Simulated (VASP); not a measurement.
# Ti2BN3 (P-3m1) in VASP: relaxation of cell and atoms with PBE

Aim: the relaxation of cell and atoms of Ti2BN3 with PBE.

Everything below comes from runs of VASP 6.6.1. Logs are shortened: lines on timing, memory, paths and dates and some standing lists are left out, and cuts for length are marked.

## 1. The cell of the first run

It takes space group P-3m1 (No. 164, trigonal). Conventional cell: a = 3.116 Å, b = 3.116 Å, c = 7.441 Å, α = 90.00°, β = 90.00°, γ = 120.00°. Ti (site symmetry 3m) has 6 N at 2.10 to 2.22 Å within 2.8 Å. B (site symmetry -3m) has 6 N at 2.23 Å within 3.0 Å. N (site symmetry -3m) has 6 Ti at 2.22 Å within 2.9 Å. Within 2.8 Å of N (site symmetry 3m) lie 3 Ti at 2.10 Å and 3 B at 2.23 Å.

## 2. Relaxation of cell and atoms, PBE, collinear spin, ferromagnetic start

Contents of INCAR:

```
ALGO = Normal
EDIFF = 1E-6
EDIFFG = -0.04
ENCUT = 600
GGA = PE
IBRION = 2
ISIF = 3
ISMEAR = 0
ISPIN = 2
LASPH = True
LCHARG = False
LMAXMIX = 4
LORBIT = 11
LREAL = False
LWAVE = False
MAGMOM = 1 1 0 0 0 0
NELM = 150
NSW = 90
PREC = Accurate
SIGMA = 0.1
```

Contents of KPOINTS:

```
k-points
0
Gamma
  6 6 4
```

Contents of POSCAR:

```
Ti2BN3
1.0
    3.1157421200      0.0000000000      0.0000000000
   -1.5578710600      2.6983118300      0.0000000000
    0.0000000000      0.0000000000      7.4414752600
Ti B N
2 1 3
Direct
    0.3333333300      0.6666666700      0.6755830000
    0.6666666700      0.3333333300      0.3244170000
    0.0000000000      0.0000000000      0.0000000000
    0.0000000000      0.0000000000      0.5000000000
    0.3333333300      0.6666666700      0.1780850000
    0.6666666700      0.3333333300      0.8219150000
```

Potentials or basis: VASP PAW PBE potentials, release 64 (Ti_sv, B, N).

Started as:

```console
$ cat potpaw_PBE.64/Ti_sv/POTCAR potpaw_PBE.64/B/POTCAR potpaw_PBE.64/N/POTCAR > POTCAR
$ mpirun -np 1 vasp_std > vasp.out
```

OUTCAR:

```text
EDIFF = 1E-6
   EDIFFG = -0.04
   ENCUT = 600
   GGA = PE
   IBRION = 2
   ISIF = 3
   ISMEAR = 0
   ISPIN = 2
   LASPH = True
   LORBIT = 11
   LREAL = False
   NELM = 150
   NSW = 90
   PREC = Accurate

 ion  position               nearest neighbor table
   1  0.333  0.667  0.676-   6 2.10   6 2.10   6 2.10   4 2.22   4 2.22   4 2.22
   2  0.667  0.333  0.324-   5 2.10   5 2.10   5 2.10   4 2.22   4 2.22   4 2.22
   3  0.000  0.000  0.000-
   4  0.000  0.000  0.500-   1 2.22   2 2.22   2 2.22   1 2.22   2 2.22   1 2.22
   5  0.333  0.667  0.178-   2 2.10   2 2.10   2 2.10
   6  0.667  0.333  0.822-   1 2.10   1 2.10   1 2.10

  LATTYP: Found a hexagonal cell.
 ALAT       =     3.1157421200
 C/A-ratio  =     2.3883476146

  Lattice vectors:

 A1 = (   3.1157421200,   0.0000000000,   0.0000000000)
 A2 = (  -1.5578710600,   2.6983118300,   0.0000000000)
 A3 = (   0.0000000000,   0.0000000000,   7.4414752600)

Analysis of symmetry for initial positions (statically):
=====================================================================
 Subroutine PRICEL returns:
 Original cell was already a primitive cell.

 Routine SETGRP: Setting up the symmetry group for a
 hexagonal supercell.

 Subroutine GETGRP returns: Found 12 space group operations
 (whereof 12 operations were pure point group operations)
 out of a pool of 24 trial point group operations.

The static configuration has the point symmetry D_3d.

Analysis of symmetry for dynamics (positions and initial velocities):
=====================================================================
 Subroutine PRICEL returns:
 Original cell was already a primitive cell.

 Routine SETGRP: Setting up the symmetry group for a
 hexagonal supercell.

 Subroutine GETGRP returns: Found 12 space group operations
 (whereof 12 operations were pure point group operations)
 out of a pool of 24 trial point group operations.

The dynamic configuration has the point symmetry D_3d.

Analysis of structural, dynamic, and magnetic symmetry:
=====================================================================
 Subroutine PRICEL returns:
 Original cell was already a primitive cell.

 Routine SETGRP: Setting up the symmetry group for a
 hexagonal supercell.

 Subroutine GETGRP returns: Found 12 space group operations
 (whereof 12 operations were pure point group operations)
 out of a pool of 24 trial point group operations.

The overall configuration has the point symmetry D_3d.

 Subroutine INISYM returns: Found 12 space group operations
 (whereof 12 operations are pure point group operations),
 and found     1 'primitive' translations

----------------------------------------------------------------------------------------

                                     Primitive cell

  volume of cell :      62.5623

  direct lattice vectors                    reciprocal lattice vectors
     3.115742120  0.000000000  0.000000000     0.320950824  0.185301044  0.000000000
    -1.557871060  2.698311830  0.000000000     0.000000000  0.370602089  0.000000000
     0.000000000  0.000000000  7.441475260     0.000000000  0.000000000  0.134381956

  length of vectors
     3.115742120  3.115742122  7.441475260     0.370602089  0.370602089  0.134381956

  position of ions in fractional coordinates (direct lattice)
     0.333333330  0.666666670  0.675583000
     0.666666670  0.333333330  0.324417000
     0.000000000  0.000000000  0.000000000
     0.000000000  0.000000000  0.500000000
     0.333333330  0.666666670  0.178085000
     0.666666670  0.333333330  0.821915000

  ion indices of the primitive-cell ions
   primitive index   ion index
                 1           1
                 2           2
                 3           3
                 4           4
                 5           5
                 6           6

----------------------------------------------------------------------------------------

 KPOINTS: k-points

Automatic generation of k-mesh.
 Grid dimensions read from file:
 generate k-points for:    6    6    4

 Generating k-lattice:

  Cartesian coordinates                     Fractional coordinates (reciprocal lattice)
     0.053491804  0.030883507  0.000000000     0.166666667  0.000000000  0.000000000
     0.000000000  0.061767015  0.000000000     0.000000000  0.166666667  0.000000000
     0.000000000  0.000000000  0.033595489     0.000000000  0.000000000  0.250000000

  Length of vectors
     0.061767015  0.061767015  0.033595489

  Shift w.r.t. Gamma in fractional coordinates (k-lattice)
     0.000000000  0.000000000  0.000000000

 Subroutine IBZKPT returns following result:
 ===========================================

 Found     24 irreducible k-points:

 Following reciprocal coordinates:
            Coordinates               Weight
  0.000000  0.000000  0.000000      1.000000
  0.166667  0.000000  0.000000      6.000000
  0.333333  0.000000  0.000000      6.000000
  0.500000  0.000000  0.000000      3.000000
  0.166667  0.166667  0.000000      6.000000
  0.333333  0.166667  0.000000     12.000000
[... 16 lines left out ...]
  0.333333  0.166667  0.500000     12.000000
  0.333333  0.333333  0.500000      2.000000
   k-points           NKPTS =     24   k-points in BZ     NKDIM =     24   number of bands    NBANDS=     26
   number of dos      NEDOS =    301   number of ions     NIONS =      6
   total plane-waves  NPLWV =  47040
   dimension x,y,z NGX =    28 NGY =   28 NGZ =   60
   dimension x,y,z NGXF=    56 NGYF=   56 NGZF=  120
   ions per type =               2   1   3
   NGX,Y,Z   is equivalent  to a cutoff of  14.94, 14.94, 13.40 a.u.
   NGXF,Y,Z  is equivalent  to a cutoff of  29.88, 29.88, 26.81 a.u.
 SYSTEM =  unknown system
   PREC   = accura    normal or accurate (medium, high low for compatibility)
   ISTART =      0    job   : 0-new  1-cont  2-samecut
   ICHARG =      2    charge: 1-file 2-atom 10-const
   ISPIN  =      2    spin polarized calculation?
   LNONCOLLINEAR =      F non collinear calculations
   LSORBIT =      F    spin-orbit coupling
   LASPH  =      T    aspherical Exc in radial PAW
   ENCUT  =  600.0 eV  44.10 Ry    6.64 a.u.   6.22  6.22 14.86*2*pi/ulx,y,z
   NELM   =    150;   NELMIN=  2; NELMDL= -5     # of ELM steps
   EDIFF  = 0.1E-05   stopping-criterion for ELM
   LREAL  =      F    real-space projection
   EDIFFG = -.4E-01   stopping-criterion for IOM
   NSW    =     90    number of steps for IOM
   IBRION =      2    ionic relax: 0-MD 1-quasi-New 2-CG
   NFREE  =      1    steps in history (QN), initial steepest desc. (CG)
   ISIF   =      3    stress and relaxation
   ISYM   =      2    0-nonsym 1-usesym 2-fastsym
   POTIM  = 0.5000    time-step for ionic-motion
   TEBEG  =    0.0;   TEEND  =   0.0 temperature during run
   PSTRESS=    0.0 pullay stress
   NELECT =      42.0000    total number of electrons
   NUPDOWN=      -1.0000    fix difference up-down
   EMIN   =  10.00;   EMAX   =-10.00  energy-range for DOS
   EFERMI =   0.00;   METHOD = LEGACY
   ISMEAR =     0;   SIGMA  =   0.10  broadening in eV -4-tet -1-fermi 0-gaus
   EFERMI_NEDOS =   21; number of points for ismear=-14 and -15
   IALGO  =     38    algorithm
   IMIX   =      4    mixing-type and parameters
     AMIX     =   0.40;   BMIX     =  1.00
     AMIX_MAG =   1.60;   BMIX_MAG =  1.00
  volume/ion in A,a.u.               =      10.43        70.37
  Fermi-wavevector in a.u.,A,eV,Ry     =   1.433465  2.708856 27.957541  2.054821
  Thomas-Fermi vector in A             =   2.552980
   LORBIT       =     11    0 simple, 1 ext, 2 COOP (PROOUT), +10 PAW based schemes
   GGA     = PE    functional components
   LHFCALC =     F    Hartree Fock is set to
   AEXX    =    0.0000 exact exchange contribution
   IVDW    =     0    specifies the selected vdW correction
   LEPSILON=     F    determine dielectric tensor
   LRPA    =     F    only Hartree local field effects (RPA)
 conjugate gradient relaxation of ions
 spin polarized calculation
 Gauss-broadening in eV      SIGMA  =   0.10
  energy-cutoff  :      600.00
  volume of cell :       62.56
 maximum number of plane-waves:      2118
 NGX is ok and might be reduce to    28
   NGX = 13   NGY = 13   NGZ = 29

--------------------------------------- Ionic step        1  -------------------------------------------

 number of electron      41.9999996 magnetization      -0.0002523

 number of electron      41.9999996 magnetization       0.0001148

 Free energy of the ion-electron system (eV)
  ---------------------------------------------------
  ext. energy  EPLUGINS =         0.00000000
  ---------------------------------------------------
  free energy    TOTEN  =       -49.26803533 eV

  energy without entropy =      -49.26267556  energy(sigma->0) =      -49.26535545

 E-fermi :   8.0152     XC(G=0): -11.8864

 val. band max:        7.9005384235   @ k =   0.1667   0.0000   0.0000
 cond. band min:       8.0452687839   @ k =   0.1667   0.1667   0.5000
 fundamental gap:      0.1447303604
 Fermi energy:         8.0152465761

 spin component 1

 k-point     1 :       0.0000    0.0000    0.0000
  band No.  band energies     occupation
      1     -50.0791      1.00000
      2     -50.0564      1.00000
      3     -26.4434      1.00000
      4     -26.2662      1.00000
      5     -26.1519      1.00000
      6     -26.1519      1.00000
[... 1501 lines left out ...]
  FREE ENERGIE OF THE ION-ELECTRON SYSTEM (eV)
  ---------------------------------------------------
  free  energy   TOTEN  =       -50.2203968931 eV

  energy  without entropy=      -50.2147595635  energy(sigma->0) =      -50.21757823

[... ionic steps 4 to 9 ...]

--------------------------------------- Ionic step       10  -------------------------------------------

 number of electron      42.0000003 magnetization      -0.0000001

 number of electron      42.0000003 magnetization       0.0000000
[... 81 lines left out ...]
 number of electron      42.0000002 magnetization      -0.0000002

 number of electron      42.0000002 magnetization       0.0000002

 Free energy of the ion-electron system (eV)
  ---------------------------------------------------
  ext. energy  EPLUGINS =         0.00000000
  ---------------------------------------------------
  free energy    TOTEN  =       -51.65990696 eV

  energy without entropy =      -51.65063852  energy(sigma->0) =      -51.65527274

 E-fermi :  10.8266     XC(G=0): -13.0993

 val. band max:       10.8248022314   @ k =   0.1667   0.1667   0.2500
 cond. band min:      10.8509949727   @ k =   0.0000   0.0000   0.2500
 fundamental gap:      0.0261927413
 Fermi energy:        10.8265874113

 spin component 1

 k-point     1 :       0.0000    0.0000    0.0000
  band No.  band energies     occupation
      1     -46.8084      1.00000
      2     -46.7374      1.00000
      3     -23.4131      1.00000
      4     -22.9421      1.00000
      5     -22.7173      1.00000
      6     -22.7173      1.00000
[... 1417 lines left out ...]
  FREE ENERGIE OF THE ION-ELECTRON SYSTEM (eV)
  ---------------------------------------------------
  free  energy   TOTEN  =       -51.6599069585 eV

  energy  without entropy=      -51.6506385238  energy(sigma->0) =      -51.65527274

 reached required accuracy - stopping structural energy minimisation

 total charge

# of ion       s       p       d       tot
------------------------------------------
    1        2.200   6.253   2.045  10.499
    2        2.200   6.253   2.045  10.499
    3        0.546   0.847   0.000   1.393
    4        1.257   2.543   0.000   3.800
    5        1.247   2.432   0.000   3.680
    6        1.247   2.432   0.000   3.680
--------------------------------------------------
tot          8.698  20.761   4.091  33.550

 magnetization (x)

# of ion       s       p       d       tot
------------------------------------------
    1        0.000  -0.000   0.000   0.000
    2        0.000  -0.000   0.000   0.000
    3       -0.000  -0.000   0.000  -0.000
    4        0.000  -0.000   0.000  -0.000
    5        0.000  -0.000   0.000  -0.000
    6        0.000  -0.000   0.000  -0.000
--------------------------------------------------
tot          0.000  -0.000   0.000   0.000
```

It took 11 min on 1 thread of Intel Xeon 6975P-C (Granite Rapids), shared host; peak memory 0.3 GiB.

Results:

```yaml
Free_energy: -51.6599 eV
Relaxed_volume: 8.31 Å³/atom
Relaxed_cell: a = 2.844 Å, b = 2.844 Å, c = 7.119 Å, α = 90.00°, β = 90.00°, γ = 120.00°
Space_group_after_relaxing_to_0.05_Å: P-3m1 (No. 164)
Energy_gained_by_relaxing: 398.6 meV/atom
Ionic_steps: 12
Pressure_after_relaxing: 0.1 GPa
Largest_force_after_relaxing: 0.026 eV/Å
Band_gap_on_the_k_mesh: zero (filled and empty bands overlap)
Net_moment: 0.00 μB per cell
Valence_electrons_inside_the_program's_atomic_spheres: Ti 10.50; B 1.39; N 3.80, 3.68
```

Forces in eV/Å, atoms in the order of the input:
```
Ti   0.000  0.000  0.026
Ti   0.000  0.000 -0.026
B    0.000  0.000  0.000
N    0.000  0.000  0.000
N    0.000  0.000 -0.022
N    0.000  0.000  0.022
```

Stress tensor (GPa, compression positive):
```
0.00 0.00 0.00
0.00 0.00 0.00
0.00 0.00 0.24
```

Step by step:
```tsv
step	energy change (eV)	largest force (eV/Å)	pressure (GPa)	volume (Å³)
1	0.0000	1.2176	-22.84	62.56
2	-0.8360	4.7563	20.05	50.01
3	-0.9524	3.6818	5.47	52.77
4	-1.6859	2.6803	18.01	48.47
5	-1.6942	2.8939	16.19	48.78
6	-2.1790	2.4702	-1.81	50.63
7	-2.2205	2.4509	0.93	50.22
8	-2.3757	0.4771	-4.00	50.60
9	-2.3841	0.1029	-3.38	50.53
10	-2.3906	0.1197	1.21	49.69
11	-2.3913	0.1158	0.10	49.89
12	-2.3919	0.0260	0.08	49.88
```

Final structure:
```
Ti B N
1.0
     2.84434    0.00000    0.00000
    -1.42217    2.46327    0.00000
     0.00000    0.00000    7.11880
Ti B N
2 1 3
Direct
  0.33333 0.66667 0.66985
  0.66667 0.33333 0.33015
  0.00000 0.00000 0.00000
  0.00000 0.00000 0.50000
  0.33333 0.66667 0.13478
  0.66667 0.33333 0.86522
```

Caveat: the k points lie up to 0.43 Å⁻¹ apart in the final cell; the volume moved by over 15 % at a fixed basis, so the end points are rough.
